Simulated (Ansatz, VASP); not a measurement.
**Two plane-wave programs on TiO2**

INCAR

```
ALGO     = Normal         # electronic algorithm
EDIFF    = 1E-6           # SCF threshold, eV
ENCUT    = 520            # plane-wave cutoff, eV
GGA      = PE             # functional
ISIF     = 2              # what is computed and relaxed
ISMEAR   = 0              # smearing method
LASPH    = T              # aspherical terms in the spheres
LCHARG   = F              # write CHGCAR
LREAL    = F              # projectors in reciprocal space
LWAVE    = F              # write WAVECAR
NBANDS   = 33             # bands
NELM     = 80             # most SCF steps
PREC     = Accurate       # precision mode
SIGMA    = 0.02           # smearing width, eV
```

KPOINTS

```
k-points
0
Gamma
  2 2 2
```

The input POSCAR:

```
TiO2
1.0
    2.6805548658     -2.7284128728     -0.0617389515
    2.6752617647      2.7231209861     -0.0543959535
   -2.7090875630      0.0090815493      4.8052823094
Ti O
2 4
Direct
    0.1219484995      0.8575515384      0.2362471605
    0.8755807488      0.1482181876      0.7558577591
    0.3540058329      0.0989456189      0.6738295210
    0.6731971283      0.9418963086      0.3216654504
    0.9681807552      0.6826863602      0.8467382601
    0.0640405078      0.3491038293      0.1745947979
```

Input for Ansatz:

```yaml
crystal:
  lattice:
    - [2.6805548658, -2.7284128728, -0.0617389515]
    - [2.6752617647, 2.7231209861, -0.0543959535]
    - [-2.709087563, 0.0090815493, 4.8052823094]
  atoms:
    - { symbol: Ti, position: [0.1219484995, 0.8575515384, 0.2362471605] }
    - { symbol: Ti, position: [0.8755807488, 0.1482181876, 0.7558577591] }
    - { symbol: O, position: [0.3540058329, 0.0989456189, 0.673829521] }
    - { symbol: O, position: [0.6731971283, 0.9418963086, 0.3216654504] }
    - { symbol: O, position: [0.9681807552, 0.6826863602, 0.8467382601] }
    - { symbol: O, position: [0.0640405078, 0.3491038293, 0.1745947979] }
basis:
  ecutwfc: 420
kpoints:
  mp_grid: { grid: [2, 2, 2] }
hamiltonian:
  xc: pbe
scf:
  occupations: { method: gaussian, width: 0.02 }
output:
  forces: true
  stress: true
  eigenvalues: true
```

Change from the starting cell: kmesh displaced: [2, 2, 2] Gamma-centred.

Alike in both runs: task single point; functional PBE; k mesh 2 × 2 × 2; occupations gaussian, width 0.02 eV; no spin polarisation.

```csv
,VASP,Ansatz
version,VASP 6.6.1,Ansatz 0.2.0
potentials or method,"VASP PAW PBE potentials, release 64 (Ti_sv, O), cutoff 520 eV","scalar-relativistic, plane waves, PAW"
valence electrons in the cell,48,48
```

|  | VASP | Ansatz | Ansatz less VASP |
| --- | --- | --- | --- |
| gap on the k mesh at the Fermi level (eV) | 2.17 | 2.20 | +0.023 |
| least direct gap on the mesh (eV) | 2.62 | 2.64 | +0.021 |
| pressure (GPa) | 1.8 | 1.1 | -0.72 |
| traceless stress, the component that is largest in VASP (GPa) | 6.95 | 6.85 | -0.095 |
| rms of the force components (eV/Å) | 0.681 | 0.668 | -0.0136 |

Atom by atom the forces differ by 0.031 eV/Å (rms over components).

The k mesh is coarse, so the values compare programs but aren't converged.
